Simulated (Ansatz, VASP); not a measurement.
## KTaO3: VASP beside Ansatz

```
K Ta O
1.0
     3.91033    0.00000    0.00000
     0.00000    3.91033    0.00000
     0.00000    0.00000    3.91033
K Ta O
1 1 3
Direct
  0.00000 0.00000 0.00000
  0.50000 0.50000 0.50000
  0.50000 0.50000 0.00000
  0.50000 0.00000 0.50000
  0.00000 0.50000 0.50000
```

Change from the starting cell: hydrostatic strain -2.0%.

Alike in both runs: task single point; functional r2SCAN; k mesh 6 × 6 × 6; no spin polarisation.

|  | VASP | Ansatz |
| --- | --- | --- |
| version | VASP 6.6.1 | Ansatz 0.2.0 |
| potentials or method | VASP PAW PBE potentials, release 64 (K_sv, Ta_sv_GW, O) | plane waves, PAW |
| plane-wave cutoff (eV) | 660 | 500 |
| occupations | gaussian, width 0.01 eV | fixed |
| valence electrons in the cell | 40 | 40 |

```csv
,VASP,Ansatz,Ansatz less VASP
gap on the k mesh at the Fermi level (eV),2.77,2.78,+0.013
pressure (GPa),14.7,14.5,-0.23
```

VASP's potentials were made for PBE, not for r2SCAN.

Neither program's run includes spin-orbit coupling.
